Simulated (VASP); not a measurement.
Input of a VASP 6.6.1 run:

The input INCAR:

```
SYSTEM = InAs
  PREC = Accurate
  ENCUT = 500
  EDIFF = 1E-6
  ISMEAR = -1
  SIGMA = 0.02
  LREAL = .FALSE.
  LASPH = .TRUE.
  NELM = 120
  ALGO = Normal
  ISIF = 2
  LWAVE = .FALSE.
  LCHARG = .TRUE.
  GGA = RP
  LELF = .TRUE.
  LVHAR = .TRUE.
  NBANDS = 16
  GGA_COMPAT = .FALSE.
```

KPOINTS

```
regular mesh
0
G
  6 6 6
  0 0 0
```

The input POSCAR:

```
InAs
1.0
    0.0000000000      2.9978800000      3.0180000000
    2.9978800000      0.0000000000      3.0180000000
    2.9978800000      2.9978800000      0.0000000000
In As
1 1
Direct
    0.0000000000      0.0000000000      0.0000000000
    0.2500000000      0.2500000000      0.2500000000
```

Potentials or basis: VASP PAW PBE potentials, release 64 (In_d, As).

Run with:

```console
$ cat potpaw_PBE.64/In_d/POTCAR potpaw_PBE.64/As/POTCAR > POTCAR
$ mpirun -np 1 vasp_std > vasp.out
```

Q: What does it give for the pressure?

A: 7.1 GPa.

Stress tensor (GPa, compression positive):
```
7.18 0.00 0.00
0.00 7.18 0.00
0.00 0.00 7.00
```

Caveat: the cell stands under pressure; the PAW data sets were made with another functional, which shifts forces and pressure a little.
